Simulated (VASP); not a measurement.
# KBe2 (Fd-3m) in VASP: single point with PBE

Aim: the single point of KBe2 with PBE.

Everything below comes from runs of VASP 6.6.1. Logs are shortened: lines on timing, memory, paths and dates and some standing lists are left out, and cuts for length are marked.

## (1) The cell of the first run

Symmetry: Fd-3m, No. 227, cubic system. Conventional cell: a = 7.701 Å, b = 7.701 Å, c = 7.701 Å, α = 90.00°, β = 90.00°, γ = 90.00°. K (site symmetry -43m) has 12 Be at 3.19 Å and 4 K at 3.33 Å within 4.2 Å. Within 3.6 Å of Be (site symmetry -3m) lie 6 Be at 2.72 Å and 6 K at 3.19 Å.

## (2) Single point, PBE

INCAR reads:

```
SYSTEM = KBe2
PREC = Accurate
ENCUT = 520
EDIFF = 1E-6
ISMEAR = 0
SIGMA = 0.1
LREAL = .FALSE.
LASPH = .TRUE.
NELM = 80
ALGO = Normal
ISIF = 2
LWAVE = .FALSE.
LCHARG = .FALSE.
GGA = PE
NBANDS = 22
```

KPOINTS reads:

```
Automatic mesh
0
G
  10 10 10
  0 0 0
```

POSCAR reads:

```
KBe2
1.0
    0.0000000000      3.8506093070      3.8506093070
    3.8506093070      0.0000000000      3.8506093070
    3.8506093070      3.8506093070      0.0000000000
K Be
2 4
Direct
    0.0000000000      0.0000000000      0.0000000000
    0.2500000000      0.2500000000      0.2500000000
    0.6250000000      0.6250000000      0.6250000000
    0.1250000000      0.6250000000      0.6250000000
    0.6250000000      0.6250000000      0.1250000000
    0.6250000000      0.1250000000      0.6250000000
```

Potentials or basis: VASP PAW PBE potentials, release 64 (K_sv, Be).

Run with:

```sh
$ cat potpaw_PBE.64/K_sv/POTCAR potpaw_PBE.64/Be/POTCAR > POTCAR
$ mpirun -np 1 vasp_std > vasp.out
```

OUTCAR:

```text
SYSTEM = KBe2
   PREC = Accurate
   ENCUT = 520
   EDIFF = 1E-6
   ISMEAR = 0
   LREAL = .FALSE.
   LASPH = .TRUE.
   NELM = 80
   ISIF = 2
   GGA = PE

 ion  position               nearest neighbor table
   1  0.000  0.000  0.000-   2 3.33   2 3.33   2 3.33   2 3.33
   2  0.250  0.250  0.250-   1 3.33   1 3.33   1 3.33   1 3.33
   3  0.625  0.625  0.625-
   4  0.125  0.625  0.625-
   5  0.625  0.625  0.125-
   6  0.625  0.125  0.625-

  LATTYP: Found a face centered cubic cell.
 ALAT       =     7.7012186140

  Lattice vectors:

 A1 = (   0.0000000000,   3.8506093070,   3.8506093070)
 A2 = (   3.8506093070,   0.0000000000,   3.8506093070)
 A3 = (   3.8506093070,   3.8506093070,   0.0000000000)

Analysis of symmetry for initial positions (statically):
=====================================================================
 Subroutine PRICEL returns:
 Original cell was already a primitive cell.

 Routine SETGRP: Setting up the symmetry group for a
 face centered cubic supercell.

 Subroutine GETGRP returns: Found 48 space group operations
 (whereof 24 operations were pure point group operations)
 out of a pool of 48 trial point group operations.

The static configuration has the point symmetry T_d .
 The point group associated with its full space group is O_h .

Analysis of symmetry for dynamics (positions and initial velocities):
=====================================================================
 Subroutine PRICEL returns:
 Original cell was already a primitive cell.

 Routine SETGRP: Setting up the symmetry group for a
 face centered cubic supercell.

 Subroutine GETGRP returns: Found 48 space group operations
 (whereof 24 operations were pure point group operations)
 out of a pool of 48 trial point group operations.

The dynamic configuration has the point symmetry T_d .
 The point group associated with its full space group is O_h .

 Subroutine INISYM returns: Found 48 space group operations
 (whereof 24 operations are pure point group operations),
 and found     1 'primitive' translations

----------------------------------------------------------------------------------------

                                     Primitive cell

  volume of cell :     114.1874

  direct lattice vectors                    reciprocal lattice vectors
     0.000000000  3.850609307  3.850609307    -0.129849580  0.129849580  0.129849580
     3.850609307  0.000000000  3.850609307     0.129849580 -0.129849580  0.129849580
     3.850609307  3.850609307  0.000000000     0.129849580  0.129849580 -0.129849580

  length of vectors
     5.445583905  5.445583905  5.445583905     0.224906069  0.224906069  0.224906069

  position of ions in fractional coordinates (direct lattice)
     0.000000000  0.000000000  0.000000000
     0.250000000  0.250000000  0.250000000
     0.625000000  0.625000000  0.625000000
     0.125000000  0.625000000  0.625000000
     0.625000000  0.625000000  0.125000000
     0.625000000  0.125000000  0.625000000

  ion indices of the primitive-cell ions
   primitive index   ion index
                 1           1
                 2           2
                 3           3
                 4           4
                 5           5
                 6           6

----------------------------------------------------------------------------------------

 KPOINTS: Automatic mesh

Automatic generation of k-mesh.
 Grid dimensions read from file:
 generate k-points for:   10   10   10

 Generating k-lattice:

  Cartesian coordinates                     Fractional coordinates (reciprocal lattice)
    -0.012984958  0.012984958  0.012984958     0.100000000  0.000000000  0.000000000
     0.012984958 -0.012984958  0.012984958     0.000000000  0.100000000  0.000000000
     0.012984958  0.012984958 -0.012984958     0.000000000  0.000000000  0.100000000

  Length of vectors
     0.022490607  0.022490607  0.022490607

  Shift w.r.t. Gamma in fractional coordinates (k-lattice)
     0.000000000  0.000000000  0.000000000

 Subroutine IBZKPT returns following result:
 ===========================================

 Found     47 irreducible k-points:

 Following reciprocal coordinates:
            Coordinates               Weight
  0.000000  0.000000  0.000000      1.000000
  0.100000  0.000000  0.000000      8.000000
  0.200000  0.000000  0.000000      8.000000
  0.300000  0.000000  0.000000      8.000000
  0.400000  0.000000  0.000000      8.000000
  0.500000  0.000000  0.000000      4.000000
[... 16 lines left out ...]
  0.300000  0.300000  0.000000      6.000000
  0.400000  0.300000  0.000000     24.000000
 [... further k-points ...]
   k-points           NKPTS =     47   k-points in BZ     NKDIM =     47   number of bands    NBANDS=     22
   number of dos      NEDOS =    301   number of ions     NIONS =      6
   total plane-waves  NPLWV =  74088
   dimension x,y,z NGX =    42 NGY =   42 NGZ =   42
   dimension x,y,z NGXF=    84 NGYF=   84 NGZF=   84
   ions per type =               2   4
   NGX,Y,Z   is equivalent  to a cutoff of  12.82, 12.82, 12.82 a.u.
   NGXF,Y,Z  is equivalent  to a cutoff of  25.64, 25.64, 25.64 a.u.
 SYSTEM =  KBe2
   PREC   = accura    normal or accurate (medium, high low for compatibility)
   ISTART =      0    job   : 0-new  1-cont  2-samecut
   ICHARG =      2    charge: 1-file 2-atom 10-const
   ISPIN  =      1    spin polarized calculation?
   LNONCOLLINEAR =      F non collinear calculations
   LSORBIT =      F    spin-orbit coupling
   LASPH  =      T    aspherical Exc in radial PAW
   ENCUT  =  520.0 eV  38.22 Ry    6.18 a.u.  10.13 10.13 10.13*2*pi/ulx,y,z
   NELM   =     80;   NELMIN=  2; NELMDL= -5     # of ELM steps
   EDIFF  = 0.1E-05   stopping-criterion for ELM
   LREAL  =      F    real-space projection
   EDIFFG = 0.1E-04   stopping-criterion for IOM
   NSW    =      0    number of steps for IOM
   IBRION =     -1    ionic relax: 0-MD 1-quasi-New 2-CG
   NFREE  =      0    steps in history (QN), initial steepest desc. (CG)
   ISIF   =      2    stress and relaxation
   ISYM   =      2    0-nonsym 1-usesym 2-fastsym
   POTIM  = 0.5000    time-step for ionic-motion
   TEBEG  =    0.0;   TEEND  =   0.0 temperature during run
   PSTRESS=    0.0 pullay stress
   NELECT =      26.0000    total number of electrons
   NUPDOWN=      -1.0000    fix difference up-down
   EMIN   =  10.00;   EMAX   =-10.00  energy-range for DOS
   EFERMI =   0.00;   METHOD = LEGACY
   ISMEAR =     0;   SIGMA  =   0.10  broadening in eV -4-tet -1-fermi 0-gaus
   EFERMI_NEDOS =   21; number of points for ismear=-14 and -15
   IALGO  =     38    algorithm
   IMIX   =      4    mixing-type and parameters
     AMIX     =   0.40;   BMIX     =  1.00
     AMIX_MAG =   1.60;   BMIX_MAG =  1.00
  volume/ion in A,a.u.               =      19.03       128.43
  Fermi-wavevector in a.u.,A,eV,Ry     =   0.999677  1.889116 13.597046  0.999355
  Thomas-Fermi vector in A             =   2.131983
   LORBIT       =      0    0 simple, 1 ext, 2 COOP (PROOUT), +10 PAW based schemes
   GGA     = PE    functional components
   LHFCALC =     F    Hartree Fock is set to
   AEXX    =    0.0000 exact exchange contribution
   IVDW    =     0    specifies the selected vdW correction
   LEPSILON=     F    determine dielectric tensor
   LRPA    =     F    only Hartree local field effects (RPA)
 non-spin polarized calculation
 Gauss-broadening in eV      SIGMA  =   0.10
  energy-cutoff  :      520.00
  volume of cell :      114.19
 maximum number of plane-waves:      3119
 NGX is ok and might be reduce to    42
   NGX = 21   NGY = 21   NGZ = 21

 number of electron      25.9999999 magnetization

 Free energy of the ion-electron system (eV)
  ---------------------------------------------------
  ext. energy  EPLUGINS =         0.00000000
  ---------------------------------------------------
  free energy    TOTEN  =       -10.79533268 eV

  energy without entropy =      -10.77565269  energy(sigma->0) =      -10.78549269

 E-fermi :   2.0657     XC(G=0):  -8.7038

 val. band max:        2.0596345944   @ k =  -0.3000   0.4000   0.1000
 cond. band min:       2.0817753811   @ k =  -0.4000   0.3000   0.1000
 fundamental gap:      0.0221407867
 Fermi energy:         2.0657183888

 k-point     1 :       0.0000    0.0000    0.0000
  band No.  band energies     occupation
      1     -28.2013      2.00000
      2     -28.0239      2.00000
      3     -11.8996      2.00000
      4     -11.8996      2.00000
      5     -11.8996      2.00000
      6     -11.5498      2.00000
[... 14 lines left out ...]
     21       8.8270      0.00000
     22       8.8270      0.00000

 k-point     2 :       0.1000    0.0000    0.0000
  band No.  band energies     occupation
      1     -28.1980      2.00000
      2     -28.0271      2.00000
      3     -11.9075      2.00000
      4     -11.9075      2.00000
      5     -11.9072      2.00000
      6     -11.5479      2.00000
[... 14 lines left out ...]
     21       8.8058      0.00000
     22       8.8058      0.00000

 k-point     3 :       0.2000    0.0000    0.0000
  band No.  band energies     occupation
      1     -28.1889      2.00000
      2     -28.0363      2.00000
      3     -11.9275      2.00000
      4     -11.9267      2.00000
      5     -11.9267      2.00000
      6     -11.5420      2.00000
[... 14 lines left out ...]
     21       8.6205      0.00000
     22       8.6213      0.00000

 k-point     4 :       0.3000    0.0000    0.0000
  band No.  band energies     occupation
      1     -28.1759      2.00000
      2     -28.0493      2.00000
      3     -11.9533      2.00000
      4     -11.9481      2.00000
      5     -11.9481      2.00000
      6     -11.5335      2.00000
[... 14 lines left out ...]
     21       7.8166      0.00000
     22       8.5633      0.00000

 k-point     5 :       0.4000    0.0000    0.0000
  band No.  band energies     occupation
      1     -28.1629      2.00000
      2     -28.0623      2.00000
      3     -11.9745      2.00000
      4     -11.9641      2.00000
      5     -11.9641      2.00000
      6     -11.5257      2.00000
[... 14 lines left out ...]
     21       7.1228      0.00000
     22       8.7152      0.00000

 k-point     6 :       0.5000    0.0000    0.0000
  band No.  band energies     occupation
      1     -28.1569      2.00000
      2     -28.0683      2.00000
      3     -11.9827      2.00000
      4     -11.9699      2.00000
      5     -11.9699      2.00000
      6     -11.5225      2.00000
[... 14 lines left out ...]
     21       6.8156      0.00000
     22       8.3577      0.00000

 k-point     7 :       0.1000    0.1000    0.0000
  band No.  band energies     occupation
      1     -28.1969      2.00000
      2     -28.0283      2.00000
      3     -11.9176      2.00000
      4     -11.9176      2.00000
      5     -11.8932      2.00000
      6     -11.5627      2.00000
[... 324 lines left out ...]
      6     -11.6049      2.00000
[... 14 lines left out ...]
     21       7.3632      0.00000
     22       8.1729      0.00000

 k-point    21 :      -0.3000    0.2000    0.0000
  band No.  band energies     occupation
      1     -28.1569      2.00000
      2     -28.0683      2.00000
      3     -12.0387      2.00000
      4     -11.9701      2.00000
      5     -11.8872      2.00000
      6     -11.5917      2.00000
[... 14 lines left out ...]
     21       7.9959      0.00000
     22       8.1432      0.00000

 k-point    22 :      -0.2000    0.2000    0.0000
  band No.  band energies     occupation
      1     -28.1706      2.00000
      2     -28.0546      2.00000
      3     -12.0095      2.00000
      4     -11.9481      2.00000
      5     -11.9002      2.00000
      6     -11.5752      2.00000
[... 14 lines left out ...]
     21       7.9822      0.00000
     22       8.6164      0.00000

 k-point    23 :       0.3000    0.3000    0.0000
  band No.  band energies     occupation
      1     -28.1647      2.00000
      2     -28.0605      2.00000
      3     -12.0010      2.00000
      4     -12.0010      2.00000
      5     -11.8439      2.00000
      6     -11.6476      2.00000
[... 14 lines left out ...]
     21       7.9687      0.00000
     22       8.1700      0.00000

 k-point    24 :       0.4000    0.3000    0.0000
  band No.  band energies     occupation
      1     -28.1519      2.00000
      2     -28.0733      2.00000
      3     -12.0242      2.00000
      4     -12.0157      2.00000
      5     -11.8282      2.00000
      6     -11.6677      2.00000
[... 14 lines left out ...]
     21       7.8010      0.00000
     22       7.9416      0.00000

 [... further k-points ...]
[... 5 lines left out ...]
  --------------------------------------------------------------------------------------
  -------------------------------------------------------------------------------------
  Total        0.0454205      0.0454205      0.0454205      0.0000000     -0.0000000      0.0000000
  in kB        0.6373010      0.6373010      0.6373010      0.0000000     -0.0000000      0.0000000
  external PRESSURE =       0.6373010 kB  Pullay stress =       0.0000000 kB

 VOLUME and BASIS-vectors are now :
 -----------------------------------------------------------------------------
  energy-cutoff  :      520.00
  volume of cell :      114.19
      direct lattice vectors                 reciprocal lattice vectors
     0.000000000  3.850609307  3.850609307    -0.129849580  0.129849580  0.129849580
     3.850609307  0.000000000  3.850609307     0.129849580 -0.129849580  0.129849580
     3.850609307  3.850609307  0.000000000     0.129849580  0.129849580 -0.129849580

 POSITION                                       TOTAL-FORCE (eV/Angst)
 -----------------------------------------------------------------------------------
      0.00000      0.00000      0.00000         0.000000      0.000000      0.000000
      1.92530      1.92530      1.92530        -0.000000     -0.000000     -0.000000
      4.81326      4.81326      4.81326        -0.000000     -0.000000      0.000000
      4.81326      2.88796      2.88796        -0.000000     -0.000000      0.000000
      2.88796      2.88796      4.81326        -0.000000     -0.000000      0.000000
      2.88796      4.81326      2.88796        -0.000000     -0.000000      0.000000
 -----------------------------------------------------------------------------------
    total drift:                               -0.000000     -0.000000      0.000000

  FREE ENERGIE OF THE ION-ELECTRON SYSTEM (eV)
  ---------------------------------------------------
  free  energy   TOTEN  =       -10.7953326827 eV

  energy  without entropy=      -10.7756526899  energy(sigma->0) =      -10.78549269
```

Wall time 1.8 min (1 thread of Intel Xeon Platinum 8488C (Sapphire Rapids), shared host); peak memory 0.3 GiB.

Results:

* Free energy: -10.7953 eV
* Pressure: 0.1 GPa
* Band gap on the k mesh: zero (band 13 reaches 2.61 eV, above the bottom of band 14 at 1.32 eV)
